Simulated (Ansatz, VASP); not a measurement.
One calculation of HfN, two programs

File INCAR:

```
PREC = Accurate
ENCUT = 520
EDIFF = 1E-6
ISMEAR = 0
SIGMA = 0.1
LREAL = F
LASPH = T
NELM = 60
ALGO = Normal
ISIF = 2
LWAVE = F
LCHARG = F
GGA = PE
NBANDS = 14
```

File KPOINTS:

```
Automatic mesh
0
Gamma
  14 14 14
```

Contents of POSCAR:

```
HfN
1.0
    0.0000000000      2.5443002619      2.5443002619
    2.5443002619      0.0000000000      2.5443002619
    2.5443002619      2.5443002619      0.0000000000
Hf N
1 1
Direct
    0.0000000000      0.0000000000      0.0000000000
    0.7500000000      0.7500000000      0.7500000000
```

Input for Ansatz:

```yaml
crystal:
  lattice:
    - [0.0, 2.5443002619, 2.5443002619]
    - [2.5443002619, 0.0, 2.5443002619]
    - [2.5443002619, 2.5443002619, 0.0]
  atoms:
    - { symbol: Hf, position: [0.0, 0.0, 0.0] }
    - { symbol: "N", position: [0.75, 0.75, 0.75] }
basis:
  ecutwfc: 420
kpoints:
  mp_grid: { grid: [14, 14, 14] }
hamiltonian:
  xc: pbe
scf:
  occupations: { method: gaussian, width: 0.1 }
output:
  forces: true
  stress: true
  eigenvalues: true
```

Alike in both runs: task single point; functional PBE; k mesh 14 × 14 × 14; occupations gaussian, width 0.1 eV; no spin polarisation.

|  | VASP | Ansatz |
| --- | --- | --- |
| version | VASP 6.6.1 | Ansatz 0.2.0 |
| potentials or method | VASP PAW PBE potentials, release 64 (Hf_pv, N), cutoff 520 eV | scalar-relativistic, plane waves, PAW |
| valence electrons in the cell | 15 | 31 |

|  | VASP | Ansatz | Ansatz less VASP |
| --- | --- | --- | --- |
| gap on the k mesh at the Fermi level (eV) | none | none | - |
| pressure (GPa) | -17.0 | -15.9 | +1.06 |

A gap of «none» marks a metal or a gap that the smearing closes. VASP's potentials hold 15 valence electrons a cell and Ansatz's 31, so a difference there can come from the potentials and not from the codes.

Spin-orbit coupling is off throughout.
